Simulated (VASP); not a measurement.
**NaTi3: single point with PBE**

NaTi3:

```
Na Ti
1.0
     4.22383    0.00000    0.00000
     0.00000    4.22383    0.00000
     0.00000    0.00000    4.22383
Na Ti
1 3
Direct
  0.00000 0.00000 0.00000
  0.00000 0.50000 0.50000
  0.50000 0.00000 0.50000
  0.50000 0.50000 0.00000
```

```
Program                : VASP 6.6.1
Task                   : single point
Functional             : PBE
Potentials or basis    : VASP PAW PBE potentials, release 64 (Na_pv, Ti_sv)
Cutoff                 : 520 eV
k mesh                 : 4 × 4 × 4
Occupations            : gaussian, width 0.1 eV
Spin                   : no spin polarisation
Dipole correction      : no
Further INCAR settings : ALGO = Normal; EDIFF = 1e-06; NBANDS = 30
```

- Pressure: 0.1 GPa

Levels at points of the mesh, in eV from the Fermi level:
```tsv
k point	band 19	band 20	band 21	band 22	band 23	band 24	band 25	band 26
(0.00, 0.00, 0.00)	-1.27	-0.82	-0.82	-0.82	1.70	1.70	1.70	2.74
(0.50, 0.00, 0.00)	-0.42	-0.20	-0.20	-0.10	0.51	0.51	1.14	1.14
(0.50, 0.50, 0.00)	-1.40	-0.22	-0.11	0.08	0.08	0.69	0.69	1.50
(0.50, 0.50, 0.50)	-1.69	0.59	0.70	0.70	0.70	0.81	0.81	0.81
```

Wall time 41 s on 1 thread of Oxide Virtual Turin-like Processor, with other jobs on the host, peak memory 0.14 GiB.

Caveat: the k points lie up to 0.37 Å⁻¹ apart.
